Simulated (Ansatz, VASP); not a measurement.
## P: VASP beside Ansatz

The input INCAR:

```
SYSTEM = P
  PREC = Accurate
  ENCUT = 520
  EDIFF = 1E-6
  ISMEAR = 0
  SIGMA = 0.05
  LREAL = .FALSE.
  LASPH = .TRUE.
  NELM = 80
  ALGO = Normal
  ISIF = 2
  LWAVE = .FALSE.
  LCHARG = .FALSE.
  GGA = PS
  NBANDS = 18
```

Contents of KPOINTS:

```
Automatic mesh
0
G
  8 1 6
  0 0 0
```

The input POSCAR:

```
P
1.0
    3.7145527969      0.0000000000      0.0000000000
    0.0000000000     39.4302734559      0.0000000000
    0.0000000000      0.0000000000      4.6320847100
P
4
Direct
    0.0000000000      0.9702614300      0.5921507200
    0.0000000000      0.0297385700      0.4078492800
    0.5000000000      0.0297385700      0.0921507200
    0.5000000000      0.9702614300      0.9078492800
```

Input for Ansatz:

```yaml
crystal:
  lattice:
    - [3.7145527969, 0.0, 0.0]
    - [0.0, 39.4302734559, 0.0]
    - [0.0, 0.0, 4.63208471]
  atoms:
    - { symbol: P, position: [0.0, 0.97026143, 0.59215072] }
    - { symbol: P, position: [0.0, 0.02973857, 0.40784928] }
    - { symbol: P, position: [0.5, 0.02973857, 0.09215072] }
    - { symbol: P, position: [0.5, 0.97026143, 0.90784928] }
basis:
  ecutwfc: 420
kpoints:
  mp_grid: { grid: [8, 1, 6] }
hamiltonian:
  xc: pbesol
scf:
  occupations: { method: gaussian, width: 0.05 }
output:
  forces: true
  stress: true
  eigenvalues: true
  write_density: true
  write_potential: true
  elf: true
  volumetric_format: npy
```

Change from the starting cell: strain +0.1312 x Voigt [1, 1, 0, 0, 0, 0], atoms carried along.

Alike in both runs: task single point; functional PBEsol; k mesh 8 × 1 × 6; occupations gaussian, width 0.05 eV; no spin polarisation.

|  | VASP | Ansatz |
| --- | --- | --- |
| version | VASP 6.6.1 | Ansatz 0.2.0 |
| potentials or method | VASP PAW PBE potentials, release 64 (P), cutoff 520 eV | scalar-relativistic, plane waves, PAW |
| valence electrons in the cell | 20 | 20 |

|  | VASP | Ansatz | Ansatz less VASP |
| --- | --- | --- | --- |
| gap on the k mesh at the Fermi level (eV) | 0.34 | 0.31 | -0.029 |
| least direct gap on the mesh (eV) | 0.52 | 0.51 | -0.011 |
| rms of the force components (eV/Å) | 0.808 | 0.804 | -0.0037 |

VASP's potentials were made for PBE, not for PBEsol. Atom by atom the forces differ by 0.007 eV/Å (rms over components).
